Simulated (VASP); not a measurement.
# Si2Ni (Fm-3m) in VASP: notebook, part 2 of 2

VASP 6.6.1. Earlier steps stand in the parts before.

## 3. Single point, PBE, collinear spin, ferromagnetic start

Contents of INCAR:

```
SYSTEM = Si2Ni
ALGO = Normal ; EDIFF = 1E-6
ENCUT = 690 ; GGA = PE
GGA_COMPAT = .False. ; ISIF = 2
ISMEAR = -1 ; ISPIN = 2
LASPH = .True. ; LCHARG = .False.
LMAXMIX = 4 ; LORBIT = 11
LREAL = .False. ; LWAVE = .False.
MAGMOM = 1 0 0 ; NBANDS = 24
NELM = 200 ; NUPDOWN = 1.0
PREC = Accurate ; SIGMA = 0.05
```

Contents of KPOINTS:

```
k-points
0
Gamma
  7 7 7
  0 0 0
```

Contents of POSCAR:

```
Si2Ni
1.0
    0.0000000000      2.7030000000      2.7030000000
    2.7030000000      0.0000000000      2.7030000000
    2.7030000000      2.7030000000      0.0000000000
Ni Si
1 2
Direct
    0.0000000000      0.0000000000      0.0000000000
    0.7500000000      0.7500000000      0.7500000000
    0.2500000000      0.2500000000      0.2500000000
```

Potentials or basis: VASP PAW PBE potentials, release 64 (Ni_sv_GW, Si).

Run with:

```sh
cat potpaw_PBE.64/Ni_sv_GW/POTCAR potpaw_PBE.64/Si/POTCAR > POTCAR
mpirun -np 1 vasp_std > vasp.out
```

OUTCAR:

```text
SYSTEM = Si2Ni
   EDIFF = 1E-6
   ENCUT = 690
   GGA = PE
   ISIF = 2
   ISMEAR = -1
   ISPIN = 2
   LASPH = .True.
   LORBIT = 11
   LREAL = .False.
   NELM = 200
   NUPDOWN = 1.0
   PREC = Accurate

 ion  position               nearest neighbor table
   1  0.000  0.000  0.000-   2 2.34   2 2.34   3 2.34   3 2.34   2 2.34   2 2.34   3 2.34   3 2.34

   2  0.750  0.750  0.750-   1 2.34   1 2.34   1 2.34   1 2.34   3 2.70   3 2.70   3 2.70   3 2.70
                             3 2.70   3 2.70
   3  0.250  0.250  0.250-   1 2.34   1 2.34   1 2.34   1 2.34   2 2.70   2 2.70   2 2.70   2 2.70
                             2 2.70   2 2.70

  LATTYP: Found a face centered cubic cell.
 ALAT       =     5.4060000000

  Lattice vectors:

 A1 = (   0.0000000000,   2.7030000000,   2.7030000000)
 A2 = (   2.7030000000,   0.0000000000,   2.7030000000)
 A3 = (   2.7030000000,   2.7030000000,   0.0000000000)

Analysis of symmetry for initial positions (statically):
=====================================================================
 Subroutine PRICEL returns:
 Original cell was already a primitive cell.

 Routine SETGRP: Setting up the symmetry group for a
 face centered cubic supercell.

 Subroutine GETGRP returns: Found 48 space group operations
 (whereof 48 operations were pure point group operations)
 out of a pool of 48 trial point group operations.

The static configuration has the point symmetry O_h .

Analysis of symmetry for dynamics (positions and initial velocities):
=====================================================================
 Subroutine PRICEL returns:
 Original cell was already a primitive cell.

 Routine SETGRP: Setting up the symmetry group for a
 face centered cubic supercell.

 Subroutine GETGRP returns: Found 48 space group operations
 (whereof 48 operations were pure point group operations)
 out of a pool of 48 trial point group operations.

The dynamic configuration has the point symmetry O_h .

Analysis of structural, dynamic, and magnetic symmetry:
=====================================================================
 Subroutine PRICEL returns:
 Original cell was already a primitive cell.

 Routine SETGRP: Setting up the symmetry group for a
 face centered cubic supercell.

 Subroutine GETGRP returns: Found 48 space group operations
 (whereof 48 operations were pure point group operations)
 out of a pool of 48 trial point group operations.

The overall configuration has the point symmetry O_h .

 Subroutine INISYM returns: Found 48 space group operations
 (whereof 48 operations are pure point group operations),
 and found     1 'primitive' translations

----------------------------------------------------------------------------------------

                                     Primitive cell

  volume of cell :      39.4974

  direct lattice vectors                    reciprocal lattice vectors
     0.000000000  2.703000000  2.703000000    -0.184979652  0.184979652  0.184979652
     2.703000000  0.000000000  2.703000000     0.184979652 -0.184979652  0.184979652
     2.703000000  2.703000000  0.000000000     0.184979652  0.184979652 -0.184979652

  length of vectors
     3.822619259  3.822619259  3.822619259     0.320394156  0.320394156  0.320394156

  position of ions in fractional coordinates (direct lattice)
     0.000000000  0.000000000  0.000000000
[... 74 lines left out ...]
   NELM   =    200;   NELMIN=  2; NELMDL= -5     # of ELM steps
   EDIFF  = 0.1E-05   stopping-criterion for ELM
   LREAL  =      F    real-space projection
   EDIFFG = 0.1E-04   stopping-criterion for IOM
   NSW    =      0    number of steps for IOM
   IBRION =     -1    ionic relax: 0-MD 1-quasi-New 2-CG
   NFREE  =      0    steps in history (QN), initial steepest desc. (CG)
   ISIF   =      2    stress and relaxation
   ISYM   =      2    0-nonsym 1-usesym 2-fastsym
   POTIM  = 0.5000    time-step for ionic-motion
   TEBEG  =    0.0;   TEEND  =   0.0 temperature during run
   PSTRESS=    0.0 pullay stress
   NELECT =      26.0000    total number of electrons
   NUPDOWN=       1.0000    fix difference up-down
   EMIN   =  10.00;   EMAX   =-10.00  energy-range for DOS
   EFERMI =   0.00;   METHOD = LEGACY
   ISMEAR =    -1;   SIGMA  =   0.05  broadening in eV -4-tet -1-fermi 0-gaus
   EFERMI_NEDOS =   21; number of points for ismear=-14 and -15
   IALGO  =     38    algorithm
   IMIX   =      4    mixing-type and parameters
     AMIX     =   0.40;   BMIX     =  1.00
     AMIX_MAG =   1.60;   BMIX_MAG =  1.00
  volume/ion in A,a.u.               =      13.17        88.85
  Fermi-wavevector in a.u.,A,eV,Ry     =   1.424109  2.691176 27.593792  2.028086
  Thomas-Fermi vector in A             =   2.544635
   LORBIT       =     11    0 simple, 1 ext, 2 COOP (PROOUT), +10 PAW based schemes
   GGA     = PE    functional components
   LHFCALC =     F    Hartree Fock is set to
   AEXX    =    0.0000 exact exchange contribution
   IVDW    =     0    specifies the selected vdW correction
   LEPSILON=     F    determine dielectric tensor
   LRPA    =     F    only Hartree local field effects (RPA)
 spin polarized calculation
  energy-cutoff  :      690.00
  volume of cell :       39.50
 maximum number of plane-waves:      1641
 NGX is ok and might be reduce to    36
   NGX = 17   NGY = 17   NGZ = 17

 number of electron      25.9999993 magnetization       1.0000000

 Free energy of the ion-electron system (eV)
  ---------------------------------------------------
  ext. energy  EPLUGINS =         0.00000000
  ---------------------------------------------------
  free energy    TOTEN  =       -17.80130210 eV

  energy without entropy =      -17.78899289  energy(sigma->0) =      -17.79514749

 E-fermi :   8.7406     XC(G=0): -11.7616

 val. band max:       10.5704160928   @ k =  -0.2857   0.2857   0.0000
 cond. band min:       8.7419002232   @ k =   0.4286   0.2857   0.1429
 fundamental gap:     -1.8285158696
 Fermi energy:        10.6693024413

 spin component 1

 k-point     1 :       0.0000    0.0000    0.0000
  band No.  band energies     occupation
      1     -94.8622      1.00000
      2     -55.2541      1.00000
      3     -55.2541      1.00000
      4     -55.2541      1.00000
      5      -3.9903      1.00000
      6       4.6073      1.00000
[... 529 lines left out ...]
     23      23.2686      0.00000
     24      26.3969      0.00000
 Fermi energy:         8.7406466379

 spin component 2

 k-point     1 :       0.0000    0.0000    0.0000
  band No.  band energies     occupation
      1     -94.3545      1.00000
      2     -54.7623      1.00000
      3     -54.7622      1.00000
      4     -54.7622      1.00000
      5      -3.7113      1.00000
      6       4.9950      1.00000
[... 529 lines left out ...]
     23      23.5978      0.00000
     24      26.6917      0.00000

------------------------ aborting loop because EDIFF is reached ----------------------------------------

  FORCE on cell =-STRESS in cart. coord.  units (eV):
  Direction    XX          YY          ZZ          XY          YZ          ZX
  --------------------------------------------------------------------------------------
  -------------------------------------------------------------------------------------
  Total        1.1177301      1.1177301      1.1177301      0.0000000      0.0000000      0.0000000
  in kB       45.3397774     45.3397774     45.3397774      0.0000000      0.0000000      0.0000000
  external PRESSURE =      45.3397774 kB  Pullay stress =       0.0000000 kB

 VOLUME and BASIS-vectors are now :
 -----------------------------------------------------------------------------
  energy-cutoff  :      690.00
  volume of cell :       39.50
      direct lattice vectors                 reciprocal lattice vectors
     0.000000000  2.703000000  2.703000000    -0.184979652  0.184979652  0.184979652
     2.703000000  0.000000000  2.703000000     0.184979652 -0.184979652  0.184979652
     2.703000000  2.703000000  0.000000000     0.184979652  0.184979652 -0.184979652

 POSITION                                       TOTAL-FORCE (eV/Angst)
 -----------------------------------------------------------------------------------
      0.00000      0.00000      0.00000         0.000000     -0.000000      0.000000
      4.05450      4.05450      4.05450        -0.000000     -0.000000     -0.000000
      1.35150      1.35150      1.35150         0.000000      0.000000      0.000000
 -----------------------------------------------------------------------------------
    total drift:                               -0.000000      0.000000      0.000000

  FREE ENERGIE OF THE ION-ELECTRON SYSTEM (eV)
  ---------------------------------------------------
  free  energy   TOTEN  =       -17.8013020956 eV

  energy  without entropy=      -17.7889928922  energy(sigma->0) =      -17.79514749

 total charge

# of ion       s       p       d       f       tot
--------------------------------------------------
    1        2.268   6.461   7.857   0.004  16.590
    2        0.759   0.838   0.000   0.000   1.597
    3        0.759   0.838   0.000   0.000   1.597
--------------------------------------------------
tot          3.786   8.137   7.857   0.004  19.783

 magnetization (x)

# of ion       s       p       d       f       tot
--------------------------------------------------
    1        0.003   0.047   0.386   0.001   0.437
    2        0.064   0.064   0.000   0.000   0.128
    3        0.064   0.064   0.000   0.000   0.128
--------------------------------------------------
tot          0.130   0.176   0.386   0.001   0.693
```

Run time: 43 s. Hardware: 1 thread of Intel Xeon 6975P-C (Granite Rapids), shared host; peak memory 0.27 GiB.

What came out:

| Quantity | Value |
| --- | --- |
| Free energy | -17.8013 eV |
| Pressure | 4.5 GPa |
| Net moment | 1.00 μB per cell |
| Site moments | Ni +0.44; Si +0.13 μB |
| Valence electrons inside the program's atomic spheres | Ni 16.59; Si 1.60 |

Caveat: the cell stands under pressure; the total moment is fixed, so each spin has its own Fermi level and the state may be an excited one.
